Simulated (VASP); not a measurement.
Here is a VASP 6.6.1 calculation.

File INCAR:

```
  ALGO = Normal
  EDIFF = 1E-6
  ENCUT = 520
  GGA = PE
  ISIF = 2
  ISMEAR = -1
  LASPH = T
  LCHARG = F
  LREAL = F
  LWAVE = F
  NBANDS = 18
  NELM = 60
  PREC = Accurate
  SIGMA = 0.05
```

Contents of KPOINTS:

```
k-points
0
Gamma
  11 11 11
```

POSCAR

```
WF
1.0
    1.3658900000      0.7886000000      5.0696000000
   -1.3658900000      0.7886000000      5.0696000000
    0.0000000000     -1.5771900000      5.0696000000
W F
1 1
Direct
    0.8067540000      0.8235860000      0.8036720000
    0.9302470000      0.9598050000      0.9183760000
```

Potentials or basis: VASP PAW PBE potentials, release 64 (W_sv, F).

Run with:

```bash
$ cat potpaw_PBE.64/W_sv/POTCAR potpaw_PBE.64/F/POTCAR > POTCAR
$ mpirun -np 1 vasp_std > vasp.out
```

(1) What does it give for the pressure?

(2) Predict the band gap on the k mesh.

(3) Predict the largest force.

Results:

(1) -0.8 GPa.

(2) zero (an odd number of electrons rules out a gap without spin polarisation).

(3) 0.328 eV/Å.

Caveat: the cell differs from its parent crystal (atoms moved at random); spin-orbit coupling is left out, which moves the levels of the heavy elements; an odd number of electrons without spin polarisation forces a metal; a magnetic or distorted state may lie lower.
